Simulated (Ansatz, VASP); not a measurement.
Two plane-wave programs on GaSb

File INCAR:

```
PREC = Accurate
ENCUT = 520
EDIFF = 1E-7
ISMEAR = 0
SIGMA = 0.15
LREAL = False
LASPH = True
NELM = 80
ALGO = Normal
ISIF = 2
LWAVE = False
LCHARG = True
GGA = PE
LELF = True
LVHAR = True
NBANDS = 16
```

KPOINTS

```
regular mesh
0
Gamma
  14 14 14
```

File POSCAR:

```
GaSb
1.0
    0.0000000000      3.0109796429      3.0926249413
    3.0926249413      0.0000000000      3.0926249413
    3.0926249413      3.0109796429      0.0000000000
Ga Sb
1 1
Direct
    0.0000000000      0.0000000000      0.0000000000
    0.7500000000      0.7500000000      0.7500000000
```

Input for Ansatz:

```yaml
crystal:
  lattice:
    - [0.0, 3.0109796429, 3.0926249413]
    - [3.0926249413, 0.0, 3.0926249413]
    - [3.0926249413, 3.0109796429, 0.0]
  atoms:
    - { symbol: Ga, position: [0.0, 0.0, 0.0] }
    - { symbol: Sb, position: [0.75, 0.75, 0.75] }
basis:
  ecutwfc: 420
kpoints:
  mp_grid: { grid: [14, 14, 14] }
hamiltonian:
  xc: pbe
  pseudopotentials: { kind: paw, azcp: { folder: soft_1 } }
scf:
  occupations: { method: gaussian, width: 0.15 }
output:
  forces: true
  stress: true
  eigenvalues: true
```

Alike in both runs: task single point; functional PBE; k mesh 14 × 14 × 14; occupations gaussian, width 0.15 eV; no spin polarisation.

|  | VASP | Ansatz |
| --- | --- | --- |
| version | VASP 6.6.1 | Ansatz 0.2.0 |
| potentials or method | VASP PAW PBE potentials, release 64 (Ga_d, Sb), cutoff 520 eV | scalar-relativistic, plane waves, PAW |
| valence electrons in the cell | 18 | 28 |

|  | VASP | Ansatz | Ansatz less VASP |
| --- | --- | --- | --- |
| gap on the k mesh at the Fermi level (eV) | none | none | - |
| pressure (GPa) | 2.1 | 2.0 | -0.07 |
| traceless stress, the component that is largest in VASP (GPa) | 0.72 | 0.72 | +0.002 |

A gap of «none» marks a metal or a gap that the smearing closes. VASP's potentials hold 18 valence electrons a cell and Ansatz's 28, so a difference there can come from the potentials and not from the codes.

Spin-orbit coupling is off throughout.
